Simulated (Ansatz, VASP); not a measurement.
BaSi4: VASP beside Ansatz

```
CELL_PARAMETERS angstrom
5.46717 0.00000 0.00000
0.00000 5.46717 0.00000
0.00000 0.00000 4.48847
ATOMIC_POSITIONS crystal
Ba 0.50000 0.50000 0.00000
Si 0.29865 0.00000 0.50000
Si 0.70135 0.00000 0.50000
Si 0.00000 0.29865 0.50000
Si 0.00000 0.70135 0.50000
```

Alike in both runs: functional PBE; k mesh 8 × 8 × 8; occupations gaussian, width 0.1 eV; no spin polarisation.

Ansatz relaxed the structure, and its values are those at the end. VASP's run is a single point on that final structure, the one shown.

|  | VASP | Ansatz |
| --- | --- | --- |
| version | VASP 6.6.1 | Ansatz 0.2.0 |
| potentials or method | VASP PAW PBE potentials, release 64 (Ba_sv, Si), cutoff 520 eV | scalar-relativistic, plane waves, PAW |
| valence electrons in the cell | 26 | 26 |

Ansatz gave:

```
gap on the k mesh at the Fermi level (eV) : none
pressure (GPa)                            : 0.0
rms of the force components (eV/Å)        : 0.004
```

Q: Which values does VASP return?

A: gap on the k mesh at the Fermi level (eV): none; pressure (GPa): 0.2; rms of the force components (eV/Å): 0.013.

A gap of «none» marks a metal or a gap that the smearing closes.

Neither program's run includes spin-orbit coupling.
